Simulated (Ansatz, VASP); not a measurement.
One calculation of ZnSe, two programs

POSCAR

```
ZnSe
1.0
    0.0000000000      2.8338000000      2.8338000000
    2.8338000000      0.0000000000      2.8338000000
    2.8338000000      2.8338000000      0.0000000000
Zn Se
1 1
Direct
    0.0000000000      0.0000000000      0.0000000000
    0.7500000000      0.7500000000      0.7500000000
```

INCAR.step1

```
SYSTEM = ZnSe
PREC     = Accurate       ! precision mode
ENCUT    = 600            ! plane-wave cutoff, eV
ISMEAR   = -1             ! smearing method
SIGMA    = 0.05           ! smearing width, eV
LREAL    = .False.        ! projectors in reciprocal space
LASPH    = .True.         ! aspherical terms in the spheres
NELM     = 100            ! most SCF steps
GGA      = PE             ! functional
ALGO     = Normal         ! electronic algorithm
EDIFF    = 1E-4           ! SCF threshold, eV
LWAVE    = .True.         ! write WAVECAR
LCHARG   = .False.        ! write CHGCAR
```

The input INCAR.step2:

```
SYSTEM = ZnSe
PREC     = Accurate       ! precision mode
ENCUT    = 600            ! plane-wave cutoff, eV
EDIFF    = 1E-7           ! SCF threshold, eV
ISMEAR   = -1             ! smearing method
SIGMA    = 0.05           ! smearing width, eV
LREAL    = .False.        ! projectors in reciprocal space
LASPH    = .True.         ! aspherical terms in the spheres
NELM     = 100            ! most SCF steps
ALGO     = Normal         ! electronic algorithm
ISIF     = 3              ! what is computed and relaxed
LWAVE    = .False.        ! write WAVECAR
LCHARG   = .False.        ! write CHGCAR
METAGGA  = R2SCAN         ! meta-GGA
LMIXTAU  = .True.       
IBRION   = 2              ! ionic algorithm
NSW      = 100            ! ionic steps
EDIFFG   = -0.002         ! ionic threshold
ISTART   = 1
```

File KPOINTS:

```
Automatic mesh
0
Gamma
  12 12 12
  0 0 0
```

Input for Ansatz:

```yaml
crystal:
  lattice:
    - [0.0, 2.8338, 2.8338]
    - [2.8338, 0.0, 2.8338]
    - [2.8338, 2.8338, 0.0]
  atoms:
    - { symbol: Zn, position: [0.0, 0.0, 0.0] }
    - { symbol: Se, position: [0.75, 0.75, 0.75] }
kpoints:
  mp_grid: { grid: [12, 12, 12] }
scf:
  occupations: { method: fermi_dirac, width: 0.05 }
hamiltonian:
  xc: r2scan
  pseudopotentials: { kind: paw }
relax:
  f_tol: 0.002
  max_steps: 80
  cell: {}
output:
  forces: true
  stress: true
```

Alike in both runs: task relaxation of cell and atoms; functional r2SCAN; k mesh 12 × 12 × 12; occupations fermi-dirac, width 0.05 eV; no spin polarisation.

|  | VASP | Ansatz |
| --- | --- | --- |
| version | VASP 6.6.1 | Ansatz 0.2.0 |
| potentials or method | VASP PAW PBE potentials, release 64 (Zn, Se) | PAW with Ansatz's default frozen-core files, scalar-relativistic |
| plane-wave cutoff (eV) | 600 | 500 |
| valence electrons in the cell | 18 | 28 |

Ansatz gave:

```
relaxed volume (Å³/atom)                                        : 22.74
relaxed length of the cell vector where the two differ most in proportion (Å) : 4.006
```

**Question.** Which values does VASP return?

**Answer.** Relaxed volume (Å³/atom): 22.75; relaxed length of the cell vector where the two differ most in proportion (Å): 4.007.

VASP's potentials were made for PBE, not for r2SCAN. VASP's potentials hold 18 valence electrons a cell and Ansatz's 28, so a difference there can come from the potentials and not from the codes.
